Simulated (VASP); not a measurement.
Here is a VASP 6.6.1 calculation.

File INCAR:

```
  PREC = Accurate
  ENCUT = 520
  EDIFF = 1E-7
  ISMEAR = 0
  SIGMA = 0.05
  LREAL = False
  LASPH = True
  NELM = 100
  ALGO = Normal
  ISIF = 2
  LWAVE = False
  LCHARG = False
  LDIPOL = True
  IDIPOL = 3
  DIPOL = 0.5 0.5 0.500
  GGA = PS
  IBRION = 2
  NSW = 80
  EDIFFG = -0.02
```

KPOINTS

```
Automatic mesh
0
Gamma
  12 12 1
```

File POSCAR:

```
C
1.0
    2.5129226041      0.0000000000      0.0000000000
   -1.2564613021      2.1762548129      0.0000000000
    0.0000000000      0.0000000000     25.7719117505
C
12
Direct
    0.3333333333      0.6666666667      0.2910144995
    0.0000000000      0.0000000000      0.3109178805
    0.0000000000      0.0000000000      0.3706280235
    0.6666666667      0.3333333333      0.3905314045
    0.6666666667      0.3333333333      0.4502415475
    0.3333333333      0.6666666667      0.4701449285
    0.3333333333      0.6666666667      0.5298550715
    0.0000000000      0.0000000000      0.5497584525
    0.0000000000      0.0000000000      0.6094685955
    0.6666666667      0.3333333333      0.6293719765
    0.6666666667      0.3333333333      0.6890821195
    0.3333333333      0.6666666667      0.7089855005
```

Potentials or basis: VASP PAW PBE potentials, release 64 (C).

Launch:

```console
$ cat potpaw_PBE.64/C/POTCAR > POTCAR
$ mpirun -np 1 vasp_std > vasp.out
```

**Question.** Estimate the energy gained by relaxing.

**Answer.** 89.1 meV/atom.

**Question.** Estimate the band gap on the k mesh.

**Answer.** Zero (bands 24 and 25 overlap by 0.77 eV).

Final structure:
```yaml
crystal:
  lattice:
    - [2.51292, 0.00000, 0.00000]
    - [-1.25646, 2.17625, 0.00000]
    - [0.00000, 0.00000, 25.77191]
  atoms:
    - { symbol: C, position: [0.33333, 0.66667, 0.29586] }
    - { symbol: C, position: [0.00000, 0.00000, 0.30603] }
    - { symbol: C, position: [0.00000, 0.00000, 0.37098] }
    - { symbol: C, position: [0.66667, 0.33333, 0.38986] }
    - { symbol: C, position: [0.66667, 0.33333, 0.45022] }
    - { symbol: C, position: [0.33333, 0.66667, 0.47003] }
    - { symbol: C, position: [0.33333, 0.66667, 0.52997] }
    - { symbol: C, position: [0.00000, 0.00000, 0.54978] }
    - { symbol: C, position: [0.00000, 0.00000, 0.61014] }
    - { symbol: C, position: [0.66667, 0.33333, 0.62902] }
    - { symbol: C, position: [0.66667, 0.33333, 0.69397] }
    - { symbol: C, position: [0.33333, 0.66667, 0.70414] }
```
